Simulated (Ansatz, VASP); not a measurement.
Mg3HO3: VASP beside Ansatz

```
Mg O H
1.0
     2.98041    0.00000    0.00000
     0.00000    2.98041    0.00000
     0.00000    0.00000   21.23994
Mg O H
3 3 1
Direct
  0.50000 0.50000 0.18832
  0.00000 0.00000 0.28779
  0.50000 0.50000 0.38573
  0.00000 0.00000 0.18832
  0.50000 0.50000 0.28735
  0.00000 0.00000 0.38795
  0.33333 0.00000 0.44115
```

Alike in both runs: task single point; functional PBEsol; k mesh 9 × 9 × 1; occupations gaussian, width 0.05 eV; collinear spin.

```csv
,VASP,Ansatz
version,VASP 6.6.1,Ansatz 0.2.0
potentials or method,"VASP PAW PBE potentials, release 64 (Mg, O, H), cutoff 520 eV","scalar-relativistic, plane waves, PAW"
valence electrons in the cell,25,49
```

VASP gave:

| Item | Value |
| --- | --- |
| gap on the k mesh at the Fermi level (eV) | none |
| rms of the force components (eV/Å) | 0.407 |
| net moment per atom (μB) | 0.10 |
| size of the moment on the site where the two differ most (μB) | 0.17 |
| work function, face that differs most (eV) | 1.50 |

Q: What did Ansatz give for the same quantities?

A: gap on the k mesh at the Fermi level (eV): none; rms of the force components (eV/Å): 0.404; net moment per atom (μB): 0.10; size of the moment on the site where the two differ most (μB): 0.21; work function, face that differs most (eV): 1.50.

VASP's potentials were made for PBE, not for PBEsol, and Ansatz warns of the same on its side. Site moments also hang on the region over which each program counts them. A gap of «none» marks a metal or a gap that the smearing closes. VASP's potentials hold 25 valence electrons a cell and Ansatz's 49, so a difference there can come from the potentials and not from the codes.
